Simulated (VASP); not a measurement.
## VO2: single point with PBEsol+D3(BJ)

The system is VO2.

```
V O
1.0
     4.50720    0.00000    0.00000
     0.00000    4.50720    0.00000
     0.00000    0.00000    3.04445
V O
2 4
Direct
  0.50000 0.50000 0.50000
  0.00000 0.00000 0.00000
  0.20036 0.79964 0.50000
  0.79964 0.20036 0.50000
  0.70036 0.70036 0.00000
  0.29964 0.29964 0.00000
```

```
Program                : VASP 6.6.1
Task                   : single point
Functional             : PBEsol
Dispersion             : D3(BJ)
Potentials or basis    : VASP PAW PBE potentials, release 64 (V_sv, O)
Cutoff                 : 600 eV
k mesh                 : 6 × 6 × 9
Occupations            : fermi-dirac, width 0.05 eV
Spin                   : collinear spin, ferromagnetic start
Starting moments       : [2.0, 2.0, 0.0, 0.0, 0.0, 0.0] μB
Dipole correction      : no
Further INCAR settings : ALGO = Normal; EDIFF = 1e-06; NBANDS = 38
```

The pressure is -19.0 GPa and the largest force is 0.284 eV/Å. The band gap on the k mesh is zero (filled and empty bands overlap), the net moment is 2.00 μB per cell and the site moments are V +1.07; O -0.07 μB. The valence electrons inside the program's atomic spheres are V 11.41; O 5.00 and the dispersion energy per atom is -0.191 eV.

Forces on the atoms (eV/Å):
```
V    0.000  0.000  0.000
V    0.000  0.000  0.000
O   -0.201  0.201  0.000
O    0.201 -0.201  0.000
O   -0.201 -0.201  0.000
O    0.201  0.201  0.000
```

Stress tensor (GPa, compression positive):
```
-12.59   0.00   0.00
  0.00 -12.59   0.00
  0.00   0.00 -31.85
```

Levels at points of the mesh, in eV from the Fermi level:
Spin up:
| k point | band 24 | band 25 | band 26 | band 27 | band 28 | band 29 |
| --- | --- | --- | --- | --- | --- | --- |
| (0.00, 0.00, 0.00) | -1.05 | -0.78 | -0.50 | -0.37 | -0.35 | -0.35 |
| (0.50, 0.00, 0.00) | -1.83 | -0.14 | -0.14 | 0.39 | 0.39 | 0.91 |
| (0.50, 0.50, 0.00) | -2.40 | -0.73 | -0.73 | -0.32 | -0.32 | 1.32 |
Spin down:
```
           k point  band 20  band 21  band 22  band 23  band 24  band 25  band 26  band 27  band 28  band 29
(0.00, 0.00, 0.00)    -3.71    -2.08    -1.68    -1.68    -1.22     0.52     0.65     0.73     0.81     0.81
(0.50, 0.00, 0.00)    -4.41    -3.25    -3.25    -1.96    -1.96     1.08     1.08     1.46     1.46     1.82
(0.50, 0.50, 0.00)    -3.33    -2.86    -2.86    -2.46    -2.46     0.52     0.52     0.84     0.84     2.11
```

Wall time 2 min on 1 thread of Intel(R) Xeon(R) 6975P-C (Granite Rapids), on a shared host, peak memory 0.34 GiB.

Caveat: the stress differs along the axes, from -32 to -13 GPa; the PAW data sets were made with another functional, which shifts forces and pressure a little; semilocal functionals often make such compounds metallic where correlation or magnetic order opens a gap, which also shifts bond lengths. With open d or f shells a metallic result of PBEsol can be an artefact of self-interaction; +U or a hybrid may open a gap.
